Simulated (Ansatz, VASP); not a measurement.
# ZnO in VASP and in Ansatz

File INCAR:

```
SYSTEM = ZnO
PREC     = Accurate       ! precision mode
ENCUT    = 520            ! plane-wave cutoff, eV
EDIFF    = 1E-7           ! SCF threshold, eV
ISMEAR   = -1             ! smearing method
SIGMA    = 0.02           ! smearing width, eV
LREAL    = .False.        ! projectors in reciprocal space
LASPH    = .True.         ! aspherical terms in the spheres
NELM     = 60             ! most SCF steps
ALGO     = Normal         ! electronic algorithm
ISIF     = 2              ! what is computed and relaxed
LWAVE    = .False.        ! write WAVECAR
LCHARG   = .False.        ! write CHGCAR
NBANDS   = 26             ! bands
```

File KPOINTS:

```
Automatic mesh
0
Gamma
  11 11 6
  0 0 0
```

The input POSCAR:

```
ZnO
1.0
    3.2054825469      0.0000000000      0.0000000000
   -1.6027412734      2.7760293170      0.0000000000
    0.0000000000      0.0000000000      5.1334697570
Zn O
2 2
Direct
    0.3333333333      0.6666666667      0.0000000000
    0.6666666667      0.3333333333      0.5000000000
    0.3333333333      0.6666666667      0.3821000000
    0.6666666667      0.3333333333      0.8821000000
```

Input for Ansatz:

```yaml
crystal:
  lattice:
    - [3.2054825469, 0.0, 0.0]
    - [-1.6027412734, 2.776029317, 0.0]
    - [0.0, 0.0, 5.133469757]
  atoms:
    - { symbol: Zn, position: [0.3333333333, 0.6666666667, 0.0] }
    - { symbol: Zn, position: [0.6666666667, 0.3333333333, 0.5] }
    - { symbol: O, position: [0.3333333333, 0.6666666667, 0.3821] }
    - { symbol: O, position: [0.6666666667, 0.3333333333, 0.8821] }
kpoints:
  mp_grid: { grid: [11, 11, 6] }
  band_path:
    path:
      - [0.0, 0.0, 0.0]
      - [0.5, 0.0, 0.0]
      - [0.3333333333, 0.3333333333, 0.0]
      - [0.0, 0.0, 0.0]
      - [0.0, 0.0, 0.5]
      - [0.5, 0.0, 0.5]
      - [0.3333333333, 0.3333333333, 0.5]
      - [0.0, 0.0, 0.5]
      - [0.5, 0.0, 0.5]
    npoints: 5
scf:
  occupations: { method: fermi_dirac, width: 0.02 }
hamiltonian:
  xc: lda
  pseudopotentials: { kind: all_electron, lapw: { basis_error: 0.0005 } }
output:
  forces: true
  stress: true
  eigenvalues: true
```

Change from the starting cell: volume scaled by 0.96.

Alike in both runs: task single point; functional LDA; k mesh 11 × 11 × 6; occupations fermi-dirac, width 0.02 eV; no spin polarisation.

```csv
,VASP,Ansatz
version,VASP 6.6.1,Ansatz 0.2.0
potentials or method,"VASP PAW LDA potentials, release 64 (Zn, O), cutoff 520 eV","all-electron LAPW, scalar-relativistic"
```

Ansatz gave:

* gap on the k mesh at the Fermi level (eV): 0.81
* pressure (GPa): -1.2
* traceless stress, the component that is largest in VASP (GPa): 0.31
* rms of the force components (eV/Å): 0.024

Problem. Estimate VASP's values.

Solution. gap on the k mesh at the Fermi level (eV): 0.81; pressure (GPa): 0.0; traceless stress, the component that is largest in VASP (GPa): 0.28; rms of the force components (eV/Å): 0.024.

LDA's correlation is that of Perdew and Zunger in VASP and of Perdew and Wang (1992) in Ansatz. Atom by atom the forces differ by 0.000 eV/Å (rms over components). Ansatz ran all-electron here, and VASP with PAW potentials.
